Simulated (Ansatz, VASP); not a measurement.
**One calculation of BaF2, two programs**

The input INCAR:

```
PREC = Accurate
ENCUT = 600
EDIFF = 1E-6
ISMEAR = -1
SIGMA = 0.05
LREAL = False
LASPH = True
NELM = 120
ALGO = Normal
ISIF = 2
LWAVE = False
LCHARG = True
GGA = PE
LELF = True
LVHAR = True
NBANDS = 19
GGA_COMPAT = False
```

The input KPOINTS:

```
Automatic mesh
0
Gamma
  6 6 6
```

POSCAR

```
BaF2
1.0
    0.0000000000      3.0150739907      3.0150739907
    3.0150739907      0.0000000000      3.0150739907
    3.0150739907      3.0150739907      0.0000000000
Ba F
1 2
Direct
    0.0000000000      0.0000000000      0.0000000000
    0.2500000000      0.2500000000      0.2500000000
    0.7500000000      0.7500000000      0.7500000000
```

Input for Ansatz:

```yaml
crystal:
  lattice:
    - [0.0, 3.0150739907197646, 3.0150739907197646]
    - [3.0150739907197646, 0.0, 3.0150739907197646]
    - [3.0150739907197646, 3.0150739907197646, 0.0]
  atoms:
    - { symbol: Ba, position: [0.0, 0.0, 0.0] }
    - { symbol: F, position: [0.25, 0.25, 0.25] }
    - { symbol: F, position: [0.75, 0.75, 0.75] }
basis:
  ecutwfc: 500.0
kpoints:
  mp_grid:
    grid: [6, 6, 6]
hamiltonian:
  xc: pbe
  pseudopotentials:
    kind: paw
scf:
  occupations:
    method: fermi_dirac
    width: 0.05
output:
  stress: true
```

Alike in both runs: task single point; functional PBE; k mesh 6 × 6 × 6; occupations fermi-dirac, width 0.05 eV; no spin polarisation.

|  | VASP | Ansatz |
| --- | --- | --- |
| version | VASP 6.6.1 | Ansatz 0.2.0 |
| potentials or method | VASP PAW PBE potentials, release 64 (Ba_sv, F), cutoff 600 eV | plane waves, PAW |
| valence electrons in the cell | 24 | 24 |

VASP gave:

```
pressure (GPa) : 8.8
```

Problem. Which values does Ansatz return?

Solution. Pressure (GPa): 7.3.

The functional is the same, so the differences come from potentials, cutoffs and numerics.

Spin-orbit coupling is off throughout.
